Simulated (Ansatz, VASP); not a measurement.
YHf2Ge3: VASP beside Ansatz

```
CELL_PARAMETERS angstrom
4.47275 0.00000 0.00000
-2.23638 3.87352 0.00000
0.00000 0.00000 11.18152
ATOMIC_POSITIONS crystal
Y 0.00000 0.00000 0.00000
Hf 0.00000 0.00000 0.72782
Hf 0.00000 0.00000 0.27218
Ge 0.33333 0.66667 0.50000
Ge 0.66667 0.33333 0.50000
Ge 0.00000 0.00000 0.50000
```

Alike in both runs: functional PBE; k mesh 12 × 12 × 4; occupations gaussian, width 0.1 eV; no spin polarisation.

Ansatz relaxed the structure, and its values are those at the end. VASP's run is a single point on that final structure, the one shown.

|  | VASP | Ansatz |
| --- | --- | --- |
| version | VASP 6.6.1 | Ansatz 0.2.0 |
| potentials or method | VASP PAW PBE potentials, release 64 (Y_sv, Hf_pv, Ge_d), cutoff 520 eV | scalar-relativistic, plane waves, PAW |
| valence electrons in the cell | 73 | 105 |

Ansatz gave:

* gap on the k mesh at the Fermi level (eV): none
* pressure (GPa): 0.0
* rms of the force components (eV/Å): 0.001

What did VASP give for the same quantities?

gap on the k mesh at the Fermi level (eV): none; pressure (GPa): -0.1; rms of the force components (eV/Å): 0.010.

A gap of «none» marks a metal or a gap that the smearing closes. VASP's potentials hold 73 valence electrons a cell and Ansatz's 105, so a difference there can come from the potentials and not from the codes.

Spin-orbit coupling is off throughout.
